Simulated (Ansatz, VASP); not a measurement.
**Two plane-wave programs on Mo3N4**

```
Mo N
1.0
     4.20260    0.00000    0.00000
     0.00000    4.20260    0.00000
     0.00000    0.00000    4.20260
Mo N
3 4
Direct
  0.50000 0.50000 0.00000
  0.00000 0.50000 0.50000
  0.50000 0.00000 0.50000
  0.50000 0.50000 0.50000
  0.50000 0.00000 0.00000
  0.00000 0.50000 0.00000
  0.00000 0.00000 0.50000
```

Alike in both runs: functional PBE; k mesh 6 × 6 × 6; occupations gaussian, width 0.1 eV; no spin polarisation.

Ansatz relaxed the structure, and its values are those at the end. VASP's run is a single point on that final structure, the one shown.

|  | VASP | Ansatz |
| --- | --- | --- |
| version | VASP 6.6.1 | Ansatz 0.2.0 |
| potentials or method | VASP PAW PBE potentials, release 64 (Mo_sv, N), cutoff 520 eV | scalar-relativistic, plane waves, PAW |
| valence electrons in the cell | 62 | 62 |

```csv
,VASP,Ansatz,Ansatz less VASP
gap on the k mesh at the Fermi level (eV),none,none,-
pressure (GPa),0.5,0.1,-0.44
```

A gap of «none» marks a metal or a gap that the smearing closes.
